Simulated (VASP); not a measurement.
# AlCo (P4/mmm) in VASP: a series of runs

Aim: see how the results for AlCo move with the level of theory and the settings. Levels: PBEsol, PBEsol+U. Tasks: single point.

Program: VASP 6.6.1. These are calculated values, not measurements. Logs are shortened: lines on timing, memory, paths and dates and some standing lists are left out, and cuts for length are marked.

## 1. The cell of the first run

It takes space group P4/mmm (No. 123, tetragonal). Conventional cell: a = 2.932 Å, b = 2.932 Å, c = 3.045 Å, α = 90.00°, β = 90.00°, γ = 90.00°. Al (site symmetry 4/mmm) has 8 Co at 2.57 Å and 6 Al at 2.93 to 3.04 Å within 3.4 Å. Co (site symmetry 4/mmm) has 8 Al at 2.57 Å and 6 Co at 2.93 to 3.04 Å within 3.4 Å.

## 2. Single point, PBEsol (strain +0.040 along x and y, +0.080 along z)

Contents of INCAR:

```
SYSTEM = AlCo
  PREC = Accurate
  ENCUT = 520
  EDIFF = 1E-7
  ISMEAR = 0
  SIGMA = 0.15
  LREAL = .FALSE.
  LASPH = .TRUE.
  NELM = 60
  ALGO = Normal
  ISIF = 2
  LWAVE = .FALSE.
  LCHARG = .FALSE.
  GGA = PS
  NBANDS = 13
```

Contents of KPOINTS:

```
regular mesh
0
G
  16 16 16
  0 0 0
```

Contents of POSCAR:

```
AlCo
1.0
    2.9321793384      0.0000000000      0.0000000000
    0.0000000000      2.9321793384      0.0000000000
    0.0000000000      0.0000000000      3.0449554668
Al Co
1 1
Direct
    0.0000000000      0.0000000000      0.0000000000
    0.5000000000      0.5000000000      0.5000000000
```

Potentials or basis: VASP PAW PBE potentials, release 64 (Al, Co).

Started as:

```
$ cat potpaw_PBE.64/Al/POTCAR potpaw_PBE.64/Co/POTCAR > POTCAR
$ mpirun -np 1 vasp_std > vasp.out
```

OUTCAR:

```text
SYSTEM = AlCo
   PREC = Accurate
   ENCUT = 520
   EDIFF = 1E-7
   ISMEAR = 0
   LREAL = .FALSE.
   LASPH = .TRUE.
   NELM = 60
   ISIF = 2
   GGA = PS

 ion  position               nearest neighbor table
   1  0.000  0.000  0.000-   2 2.57   2 2.57   2 2.57   2 2.57   2 2.57   2 2.57   2 2.57   2 2.57

   2  0.500  0.500  0.500-   1 2.57   1 2.57   1 2.57   1 2.57   1 2.57   1 2.57   1 2.57   1 2.57

  LATTYP: Found a simple tetragonal cell.
 ALAT       =     2.9321793384
 C/A-ratio  =     1.0384615385

  Lattice vectors:

 A1 = (   2.9321793384,   0.0000000000,   0.0000000000)
 A2 = (   0.0000000000,   2.9321793384,   0.0000000000)
 A3 = (   0.0000000000,   0.0000000000,   3.0449554668)

Analysis of symmetry for initial positions (statically):
=====================================================================
 Subroutine PRICEL returns:
 Original cell was already a primitive cell.

 Routine SETGRP: Setting up the symmetry group for a
 simple tetragonal supercell.

 Subroutine GETGRP returns: Found 16 space group operations
 (whereof 16 operations were pure point group operations)
 out of a pool of 16 trial point group operations.

The static configuration has the point symmetry D_4h.

Analysis of symmetry for dynamics (positions and initial velocities):
=====================================================================
 Subroutine PRICEL returns:
 Original cell was already a primitive cell.

 Routine SETGRP: Setting up the symmetry group for a
 simple tetragonal supercell.

 Subroutine GETGRP returns: Found 16 space group operations
 (whereof 16 operations were pure point group operations)
 out of a pool of 16 trial point group operations.

The dynamic configuration has the point symmetry D_4h.

 Subroutine INISYM returns: Found 16 space group operations
 (whereof 16 operations are pure point group operations),
 and found     1 'primitive' translations

----------------------------------------------------------------------------------------

                                     Primitive cell

  volume of cell :      26.1795

  direct lattice vectors                    reciprocal lattice vectors
     2.932179338  0.000000000  0.000000000     0.341043260  0.000000000  0.000000000
     0.000000000  2.932179338  0.000000000     0.000000000  0.341043260  0.000000000
     0.000000000  0.000000000  3.044955467     0.000000000  0.000000000  0.328412028

  length of vectors
     2.932179338  2.932179338  3.044955467     0.341043260  0.341043260  0.328412028

  position of ions in fractional coordinates (direct lattice)
     0.000000000  0.000000000  0.000000000
     0.500000000  0.500000000  0.500000000

  ion indices of the primitive-cell ions
   primitive index   ion index
                 1           1
                 2           2

----------------------------------------------------------------------------------------

 KPOINTS: regular mesh

Automatic generation of k-mesh.
 Grid dimensions read from file:
 generate k-points for:   16   16   16

 Generating k-lattice:

  Cartesian coordinates                     Fractional coordinates (reciprocal lattice)
     0.021315204  0.000000000  0.000000000     0.062500000  0.000000000  0.000000000
     0.000000000  0.021315204  0.000000000     0.000000000  0.062500000  0.000000000
     0.000000000  0.000000000  0.020525752     0.000000000  0.000000000  0.062500000

  Length of vectors
     0.021315204  0.021315204  0.020525752

  Shift w.r.t. Gamma in fractional coordinates (k-lattice)
     0.000000000  0.000000000  0.000000000

 Subroutine IBZKPT returns following result:
 ===========================================

 Found    405 irreducible k-points:

 Following reciprocal coordinates:
            Coordinates               Weight
  0.000000  0.000000  0.000000      1.000000
  0.062500  0.000000  0.000000      4.000000
  0.125000  0.000000  0.000000      4.000000
  0.187500  0.000000  0.000000      4.000000
  0.250000  0.000000  0.000000      4.000000
  0.312500  0.000000  0.000000      4.000000
[... 16 lines left out ...]
  0.437500  0.125000  0.000000      8.000000
  0.500000  0.125000  0.000000      4.000000
 [... further k-points ...]
   k-points           NKPTS =    405   k-points in BZ     NKDIM =    405   number of bands    NBANDS=     13
   number of dos      NEDOS =    301   number of ions     NIONS =      2
   total plane-waves  NPLWV =  13824
   dimension x,y,z NGX =    24 NGY =   24 NGZ =   24
   dimension x,y,z NGXF=    48 NGYF=   48 NGZF=   48
   ions per type =               1   1
   NGX,Y,Z   is equivalent  to a cutoff of  13.61, 13.61, 13.10 a.u.
   NGXF,Y,Z  is equivalent  to a cutoff of  27.21, 27.21, 26.21 a.u.
 SYSTEM =  AlCo
   PREC   = accura    normal or accurate (medium, high low for compatibility)
   ISTART =      0    job   : 0-new  1-cont  2-samecut
   ICHARG =      2    charge: 1-file 2-atom 10-const
   ISPIN  =      1    spin polarized calculation?
   LNONCOLLINEAR =      F non collinear calculations
   LSORBIT =      F    spin-orbit coupling
   LASPH  =      T    aspherical Exc in radial PAW
   ENCUT  =  520.0 eV  38.22 Ry    6.18 a.u.   5.45  5.45  5.66*2*pi/ulx,y,z
   NELM   =     60;   NELMIN=  2; NELMDL= -5     # of ELM steps
   EDIFF  = 0.1E-06   stopping-criterion for ELM
   LREAL  =      F    real-space projection
   EDIFFG = 0.1E-05   stopping-criterion for IOM
   NSW    =      0    number of steps for IOM
   IBRION =     -1    ionic relax: 0-MD 1-quasi-New 2-CG
   NFREE  =      0    steps in history (QN), initial steepest desc. (CG)
   ISIF   =      2    stress and relaxation
   ISYM   =      2    0-nonsym 1-usesym 2-fastsym
   POTIM  = 0.5000    time-step for ionic-motion
   TEBEG  =    0.0;   TEEND  =   0.0 temperature during run
   PSTRESS=    0.0 pullay stress
   NELECT =      12.0000    total number of electrons
   NUPDOWN=      -1.0000    fix difference up-down
   EMIN   =  10.00;   EMAX   =-10.00  energy-range for DOS
   EFERMI =   0.00;   METHOD = LEGACY
   ISMEAR =     0;   SIGMA  =   0.15  broadening in eV -4-tet -1-fermi 0-gaus
   EFERMI_NEDOS =   21; number of points for ismear=-14 and -15
   IALGO  =     38    algorithm
   IMIX   =      4    mixing-type and parameters
     AMIX     =   0.40;   BMIX     =  1.00
     AMIX_MAG =   1.60;   BMIX_MAG =  1.00
  volume/ion in A,a.u.               =      13.09        88.33
  Fermi-wavevector in a.u.,A,eV,Ry     =   1.262257  2.385321 21.678076  1.593294
  Thomas-Fermi vector in A             =   2.395675
   LORBIT       =      0    0 simple, 1 ext, 2 COOP (PROOUT), +10 PAW based schemes
   GGA     = PS    functional components
   LHFCALC =     F    Hartree Fock is set to
   AEXX    =    0.0000 exact exchange contribution
   IVDW    =     0    specifies the selected vdW correction
   LEPSILON=     F    determine dielectric tensor
   LRPA    =     F    only Hartree local field effects (RPA)
 non-spin polarized calculation
 Gauss-broadening in eV      SIGMA  =   0.15
  energy-cutoff  :      520.00
  volume of cell :       26.18
 maximum number of plane-waves:       723
 NGX is ok and might be reduce to    24
   NGX = 11   NGY = 11   NGZ = 11

 number of electron      12.0000003 magnetization

 Free energy of the ion-electron system (eV)
  ---------------------------------------------------
  ext. energy  EPLUGINS =         0.00000000
  ---------------------------------------------------
  free energy    TOTEN  =       -12.80297103 eV

  energy without entropy =      -12.79039586  energy(sigma->0) =      -12.79668345

 E-fermi :   8.8265     XC(G=0): -11.7938

 val. band max:        8.8230187215   @ k =   0.4375   0.1875   0.5000
 cond. band min:       8.8274677910   @ k =   0.5000   0.0000   0.3750
 fundamental gap:      0.0044490695
 Fermi energy:         8.8265339590

 k-point     1 :       0.0000    0.0000    0.0000
  band No.  band energies     occupation
      1      -1.3685      2.00000
      2       6.3979      2.00000
      3       6.4391      2.00000
      4       8.1760      2.00000
      5       8.1760      2.00000
      6       8.2854      2.00000
      7      13.4564      0.00000
      8      14.6908      0.00000
      9      14.6908      0.00000
     10      16.9556      0.00000
     11      17.2868      0.00000
     12      21.8377      0.00000
     13      28.7723      0.00000

 k-point     2 :       0.0625    0.0000    0.0000
  band No.  band energies     occupation
      1      -1.2990      2.00000
      2       6.4088      2.00000
      3       6.4421      2.00000
      4       8.1340      2.00000
      5       8.1799      2.00000
      6       8.2516      2.00000
      7      13.5591      0.00000
      8      13.9522      0.00000
      9      14.7851      0.00000
     10      17.0009      0.00000
     11      17.8642      0.00000
     12      22.1309      0.00000
     13      27.8441      0.00000

 k-point     3 :       0.1250    0.0000    0.0000
  band No.  band energies     occupation
      1      -1.0911      2.00000
      2       6.3938      2.00000
      3       6.4808      2.00000
      4       8.0201      2.00000
      5       8.1584      2.00000
      6       8.1909      2.00000
      7      12.6474      0.00000
      8      13.8559      0.00000
      9      15.0604      0.00000
     10      17.0169      0.00000
     11      18.7762      0.00000
     12      23.0487      0.00000
     13      26.3372      0.00000
[... 305 lines left out ...]
 k-point    23 :       0.4375    0.1250    0.0000
  band No.  band energies     occupation
      1       2.1011      2.00000
      2       3.9544      2.00000
      3       6.9577      2.00000
      4       7.3699      2.00000
      5       7.4754      2.00000
      6       8.1543      2.00000
      7       9.1345      0.00369
      8      15.6660      0.00000
      9      17.4796      0.00000
     10      17.6816      0.00000
     11      19.6110      0.00000
     12      19.7794      0.00000
     13      23.1700      0.00000

 k-point    24 :       0.5000    0.1250    0.0000
  band No.  band energies     occupation
      1       2.8347      2.00000
      2       3.1802      2.00000
      3       6.9901      2.00000
      4       7.3437      2.00000
      5       7.4493      2.00000
      6       8.1591      2.00000
      7       9.0824      0.01586
      8      16.0334      0.00000
      9      17.1855      0.00000
     10      18.5160      0.00000
     11      18.8559      0.00000
     12      19.4896      0.00000
     13      23.1513      0.00000

 [... further k-points ...]

------------------------ aborting loop because EDIFF is reached ----------------------------------------

  FORCE on cell =-STRESS in cart. coord.  units (eV):
  Direction    XX          YY          ZZ          XY          YZ          ZX
  --------------------------------------------------------------------------------------
  -------------------------------------------------------------------------------------
  Total       -3.2710967     -3.2710967     -3.7377168      0.0000000     -0.0000000      0.0000000
  in kB     -200.1898103   -200.1898103   -228.7467700      0.0000000     -0.0000000      0.0000000
  external PRESSURE =    -209.7087969 kB  Pullay stress =       0.0000000 kB

 VOLUME and BASIS-vectors are now :
 -----------------------------------------------------------------------------
  energy-cutoff  :      520.00
  volume of cell :       26.18
      direct lattice vectors                 reciprocal lattice vectors
     2.932179338  0.000000000  0.000000000     0.341043260  0.000000000  0.000000000
     0.000000000  2.932179338  0.000000000     0.000000000  0.341043260  0.000000000
     0.000000000  0.000000000  3.044955467     0.000000000  0.000000000  0.328412028

 POSITION                                       TOTAL-FORCE (eV/Angst)
 -----------------------------------------------------------------------------------
      0.00000      0.00000      0.00000         0.000000      0.000000      0.000000
      1.46609      1.46609      1.52248         0.000000      0.000000      0.000000
 -----------------------------------------------------------------------------------
    total drift:                                0.000000      0.000000     -0.000000

  FREE ENERGIE OF THE ION-ELECTRON SYSTEM (eV)
  ---------------------------------------------------
  free  energy   TOTEN  =       -12.8029710347 eV

  energy  without entropy=      -12.7903958599  energy(sigma->0) =      -12.79668345
```

It took 2.6 min on 1 thread of AMD EPYC 7R13, shared host; peak memory 0.23 GiB.

What came out:

```yaml
Free_energy: -12.8030 eV
Pressure: -21.0 GPa
Band_gap_on_the_k_mesh: zero (bands 6 and 7 overlap by 2.57 eV)
```

Levels at points of the mesh, in eV from the Fermi level:
| k point | band 2 | band 3 | band 4 | band 5 | band 6 | band 7 | band 8 | band 9 | band 10 | band 11 |
| --- | --- | --- | --- | --- | --- | --- | --- | --- | --- | --- |
| (0.00, 0.00, 0.00) | -2.43 | -2.39 | -0.65 | -0.65 | -0.54 | 4.63 | 5.86 | 5.86 | 8.13 | 8.46 |
| (0.50, 0.00, 0.00) | -5.92 | -1.90 | -1.52 | -1.28 | -0.55 | 0.26 | 8.26 | 9.24 | 9.94 | 10.41 |
| (0.50, 0.50, 0.00) | -2.51 | -2.19 | -2.19 | -1.27 | -1.27 | -0.10 | 2.34 | 3.07 | 10.93 | 14.21 |
| (0.00, 0.00, 0.50) | -6.04 | -1.96 | -1.30 | -1.30 | -0.47 | -0.01 | 8.30 | 10.29 | 10.29 | 10.56 |
| (0.50, 0.00, 0.50) | -2.59 | -2.52 | -2.31 | -1.12 | -1.10 | -0.20 | 2.02 | 2.78 | 11.76 | 14.93 |
| (0.50, 0.50, 0.50) | -3.32 | -3.31 | -0.18 | -0.07 | 2.38 | 2.47 | 2.47 | 3.13 | 4.67 | 4.67 |

Caveat: the cell differs from its parent crystal (strain +0.040 along x and y, +0.080 along z); the cell stands under tension; the PAW data sets were made with another functional, which shifts forces and pressure a little; the run has no spin polarisation, though such a crystal can be magnetic.

(Part 1 of 2 ends here.)
